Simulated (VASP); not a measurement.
Crystal: ZnS.

```xyz
6
Lattice="1.9031 1.0987 9.3520 -1.9031 1.0987 9.3520 0.0000 -2.1975 9.3520" Properties=species:S:1:pos:R:3 pbc="T T T"
Zn    0.0000    0.0000   28.0550
Zn    0.0000    0.0000    6.2360
Zn    0.0000    0.0000   12.4739
S     0.0000    0.0000    2.3362
S     0.0000    0.0000   14.8090
S     0.0000    0.0000    8.5671
```

Base run:

| Quantity | Value |
| --- | --- |
| Program | VASP 6.6.1 |
| Functional | PBEsol |
| Potentials or basis | VASP PAW PBE potentials, release 64 (Zn, S) |
| Cutoff | 520 eV |
| k mesh | 6 × 6 × 6 |
| Occupations | gaussian, width 0.01 eV |
| Spin | no spin polarisation |
| Hubbard terms | Zn d U = 6.0 eV |

Its results: band gap on the k mesh 2.44 eV; pressure -3.4 GPa; largest force 0.020 eV/Å.

The run is repeated on the same cell with these changes: hubbard terms from Zn d U = 6.0 eV to Zn d U = 4.0 eV. What comes out?

Band gap on the k mesh 2.32 eV; pressure -2.5 GPa; largest force 0.017 eV/Å.

Caveats: the PAW data sets were made with another functional, which shifts forces and pressure a little; the cell stands under tension (at least some runs).

A k mesh can miss the band edges.
